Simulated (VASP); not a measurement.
Write the native input for VASP 6.6.1 that does the following.

```yaml
Task: single point
Functional: LDA
Potentials_or_basis: VASP PAW LDA potentials, release 64 (In_d, Sb)
Cutoff: 520 eV
k_mesh: 11 × 11 × 11
Occupations: fermi-dirac, width 0.1 eV
Spin: no spin polarisation
Dipole_correction: no
Further_INCAR_settings: ALGO = Normal; EDIFF = 1e-07; NBANDS = 16
```

The structure of InSb (zincblende type) lies in POSCAR:

```
InSb
1.0
    0.0000000000      2.6422648923      2.6422648923
    2.6422648923      0.0000000000      2.6422648923
    2.6422648923      2.6422648923      0.0000000000
In Sb
1 1
Direct
    0.0000000000      0.0000000000      0.0000000000
    0.2500000000      0.2500000000      0.2500000000
```

This cell differs from its parent crystal: volume scaled by 0.55.

The input as run:

INCAR

```
ALGO = Normal ; EDIFF = 1E-7
ENCUT = 520 ; GGA = CA
ISIF = 2 ; ISMEAR = -1
LASPH = True ; LCHARG = False
LREAL = False ; LWAVE = False
NBANDS = 16 ; NELM = 80
PREC = Accurate ; SIGMA = 0.1
```

KPOINTS

```
k-points
0
Gamma
  11 11 11
```

Potentials or basis: VASP PAW LDA potentials, release 64 (In_d, Sb).

Command:

```sh
$ cat potpaw_LDA.64/In_d/POTCAR potpaw_LDA.64/Sb/POTCAR > POTCAR
$ mpirun -np 1 vasp_std > vasp.out
```

It gave:

| Quantity | Value |
| --- | --- |
| Pressure | 113.8 GPa |
| Band gap on the k mesh | zero (band 9 reaches 14.55 eV, above the bottom of band 10 at 14.05 eV) |

Caveat: spin-orbit coupling is left out, which moves the levels of the heavy elements.

Wall time 27 s on 1 thread of Intel(R) Xeon(R) 6975P-C (Granite Rapids), on a shared host, peak memory 0.16 GiB.
